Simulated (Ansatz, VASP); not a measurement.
# One calculation of HgTe, two programs

INCAR

```
PREC = Accurate
ENCUT = 520
EDIFF = 1E-6
ISMEAR = -1
SIGMA = 0.05
LREAL = F
LASPH = T
NELM = 100
ALGO = Normal
ISIF = 2
LWAVE = F
LCHARG = F
GGA = PE
NBANDS = 16
```

The input KPOINTS:

```
Automatic mesh
0
Gamma
  9 9 9
```

Contents of POSCAR:

```
HgTe
1.0
    0.0000000000      3.2554179174      3.2554179174
    3.2554179174      0.0000000000      3.2554179174
    3.2554179174      3.2554179174      0.0000000000
Hg Te
1 1
Direct
    0.0000000000      0.0000000000      0.0000000000
    0.7500000000      0.7500000000      0.7500000000
```

Input for Ansatz:

```yaml
crystal:
  lattice:
    - [0.0, 3.2554179174, 3.2554179174]
    - [3.2554179174, 0.0, 3.2554179174]
    - [3.2554179174, 3.2554179174, 0.0]
  atoms:
    - { symbol: Hg, position: [0.0, 0.0, 0.0] }
    - { symbol: Te, position: [0.75, 0.75, 0.75] }
kpoints:
  mp_grid: { grid: [9, 9, 9] }
scf:
  occupations: { method: fermi_dirac, width: 0.05 }
hamiltonian:
  xc: pbe
  pseudopotentials: { kind: all_electron, lapw: { basis_error: 0.0005 } }
output:
  forces: true
  stress: true
  eigenvalues: true
```

Change from the starting cell: volume scaled by 1.03.

Alike in both runs: task single point; functional PBE; k mesh 9 × 9 × 9; occupations fermi-dirac, width 0.05 eV; no spin polarisation.

|  | VASP | Ansatz |
| --- | --- | --- |
| version | VASP 6.6.1 | Ansatz 0.2.0 |
| potentials or method | VASP PAW PBE potentials, release 64 (Hg, Te), cutoff 520 eV | all-electron LAPW, scalar-relativistic |

|  | VASP | Ansatz | Ansatz less VASP |
| --- | --- | --- | --- |
| pressure (GPa) | 2.6 | 2.6 | -0.06 |

Ansatz ran all-electron here, and VASP with PAW potentials.

Spin-orbit coupling is off throughout.
